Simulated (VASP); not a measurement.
Here is a VASP 6.6.1 calculation.

File INCAR:

```
PREC = Accurate
ENCUT = 520
EDIFF = 1E-6
ISMEAR = 0
SIGMA = 0.02
LREAL = F
LASPH = T
NELM = 80
ALGO = Normal
ISIF = 2
LWAVE = F
LCHARG = T
GGA = PS
LELF = T
LVHAR = T
NBANDS = 36
```

Contents of KPOINTS:

```
regular mesh
0
Gamma
  7 7 7
```

The input POSCAR:

```
Ge
1.0
    0.0000000000      2.8857400000      5.1156650000
    2.6304970000      0.0000000000      5.1156650000
    2.6304970000      2.8857400000      0.0000000000
Ge
4
Direct
    0.7264900000      0.2735100000      0.7264900000
    0.2735100000      0.7264900000      0.2735100000
    0.2181330000      0.2181330000      0.7818670000
    0.7818670000      0.7818670000      0.2181330000
```

Potentials or basis: VASP PAW PBE potentials, release 64 (Ge_d).

Launch:

```sh
$ cat potpaw_PBE.64/Ge_d/POTCAR > POTCAR
$ mpirun -np 1 vasp_std > vasp.out
```

(1) What does it give for the band gap on the k mesh?

(2) What does it give for the largest force?

Answers

(1) zero (band 28 reaches 7.22 eV, above the bottom of band 29 at 4.51 eV).

(2) 0.040 eV/Å.

Caveat: the PAW data sets were made with another functional, which shifts forces and pressure a little.
